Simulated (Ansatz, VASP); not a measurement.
**Two plane-wave programs on InSb3**

The input INCAR:

```
SYSTEM = InSb3
PREC     = Accurate       ! precision mode
ENCUT    = 520            ! plane-wave cutoff, eV
EDIFF    = 1E-7           ! SCF threshold, eV
ISMEAR   = 0              ! smearing method
SIGMA    = 0.15           ! smearing width, eV
LREAL    = .FALSE.        ! projectors in reciprocal space
LASPH    = .TRUE.         ! aspherical terms in the spheres
NELM     = 60             ! most SCF steps
ALGO     = Normal         ! electronic algorithm
ISIF     = 2              ! what is computed and relaxed
LWAVE    = .FALSE.        ! write WAVECAR
LCHARG   = .FALSE.        ! write CHGCAR
GGA      = PE             ! functional
NBANDS   = 22             ! bands
```

KPOINTS

```
regular mesh
0
G
  10 10 10
  0 0 0
```

Contents of POSCAR:

```
InSb3
1.0
    4.9122648575      0.0000000000      0.0000000000
    0.0000000000      4.9122648575      0.0000000000
    0.0000000000      0.0000000000      4.6229324574
In Sb
1 3
Direct
    0.0000000000      0.0000000000      0.0000000000
    0.5000000000      0.0000000000      0.5000000000
    0.0000000000      0.5000000000      0.5000000000
    0.5000000000      0.5000000000      0.0000000000
```

Input for Ansatz:

```yaml
crystal:
  lattice:
    - [4.9122648575, 0.0, 0.0]
    - [0.0, 4.9122648575, 0.0]
    - [0.0, 0.0, 4.6229324574]
  atoms:
    - { symbol: In, position: [0.0, 0.0, 0.0] }
    - { symbol: Sb, position: [0.5, 0.0, 0.5] }
    - { symbol: Sb, position: [0.0, 0.5, 0.5] }
    - { symbol: Sb, position: [0.5, 0.5, 0.0] }
basis:
  ecutwfc: 420
kpoints:
  mp_grid: { grid: [10, 10, 10] }
hamiltonian:
  xc: pbe
  pseudopotentials: { kind: paw, azcp: { folder: soft_1 } }
scf:
  occupations: { method: gaussian, width: 0.15 }
output:
  forces: true
  stress: true
  eigenvalues: true
```

Alike in both runs: task single point; functional PBE; k mesh 10 × 10 × 10; occupations gaussian, width 0.15 eV; no spin polarisation.

|  | VASP | Ansatz |
| --- | --- | --- |
| version | VASP 6.6.1 | Ansatz 0.2.0 |
| potentials or method | VASP PAW PBE potentials, release 64 (In_d, Sb), cutoff 520 eV | scalar-relativistic, plane waves, PAW |
| valence electrons in the cell | 28 | 58 |

VASP gave:

```
gap on the k mesh at the Fermi level (eV) : none
pressure (GPa)                            : -0.1
```

What did Ansatz give for the same quantities?

gap on the k mesh at the Fermi level (eV): none; pressure (GPa): 0.0.

A gap of «none» marks a metal or a gap that the smearing closes. VASP's potentials hold 28 valence electrons a cell and Ansatz's 58, so a difference there can come from the potentials and not from the codes.

Neither program's run includes spin-orbit coupling.
